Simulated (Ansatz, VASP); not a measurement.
**BeS in VASP and in Ansatz**

```xyz
8
Lattice="3.7946 0.0000 0.0000 0.0000 3.7946 0.0000 0.0000 0.0000 8.1466" Properties=species:S:1:pos:R:3 pbc="T T T"
Be    0.6020    1.8973    2.0367
Be    1.8973    3.1927    4.0733
Be    1.8973    0.6020    0.0000
Be    3.1927    1.8973    6.1100
S     0.0000    2.1471    4.0733
S     1.6476    0.0000    2.0367
S     2.1471    0.0000    6.1100
S     0.0000    1.6476    0.0000
```

Alike in both runs: functional PBE; k mesh 8 × 8 × 4; occupations gaussian, width 0.02 eV; no spin polarisation.

Ansatz relaxed the structure, and its values are those at the end. VASP's run is a single point on that final structure, the one shown.

```csv
,VASP,Ansatz
version,VASP 6.6.1,Ansatz 0.2.0
potentials or method,"VASP PAW PBE potentials, release 64 (Be, S), cutoff 520 eV","scalar-relativistic, plane waves, PAW"
valence electrons in the cell,32,32
```

Ansatz gave:

- gap on the k mesh at the Fermi level (eV): 1.97
- least direct gap on the mesh (eV): 1.97
- pressure (GPa): 0.0
- rms of the force components (eV/Å): 0.000

Q: Estimate VASP's values.

A: gap on the k mesh at the Fermi level (eV): 1.97; least direct gap on the mesh (eV): 1.97; pressure (GPa): 0.0; rms of the force components (eV/Å): 0.003.
